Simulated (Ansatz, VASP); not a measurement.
# Two plane-wave programs on Al2O3

```
CELL_PARAMETERS angstrom
2.40409 1.38800 4.37376
-2.40409 1.38800 4.37376
0.00000 -2.77600 4.37376
ATOMIC_POSITIONS crystal
Al 0.84832 0.84832 0.84832
Al 0.65168 0.65168 0.65168
Al 0.15168 0.15168 0.15168
Al 0.34832 0.34832 0.34832
O 0.05616 0.44384 0.75000
O 0.75000 0.05616 0.44384
O 0.44384 0.75000 0.05616
O 0.94384 0.55616 0.25000
O 0.25000 0.94384 0.55616
O 0.55616 0.25000 0.94384
```

Alike in both runs: task single point; functional PBE; k mesh 6 × 6 × 6; occupations gaussian, width 0.05 eV; no spin polarisation.

|  | VASP | Ansatz |
| --- | --- | --- |
| version | VASP 6.6.1 | Ansatz 0.2.0 |
| potentials or method | VASP PAW PBE potentials, release 64 (Al, O), cutoff 520 eV | scalar-relativistic, plane waves, PAW |
| valence electrons in the cell | 48 | 48 |

```tsv
	VASP	Ansatz	Ansatz less VASP
gap on the k mesh at the Fermi level (eV)	5.94	5.95	+0.007
least direct gap on the mesh (eV)	5.94	5.95	+0.007
pressure (GPa)	0.2	0.2	+0.03
traceless stress, the component that is largest in VASP (GPa)	2.55	2.53	-0.014
rms of the force components (eV/Å)	0.322	0.316	-0.0056
```

Atom by atom the forces differ by 0.006 eV/Å (rms over components).
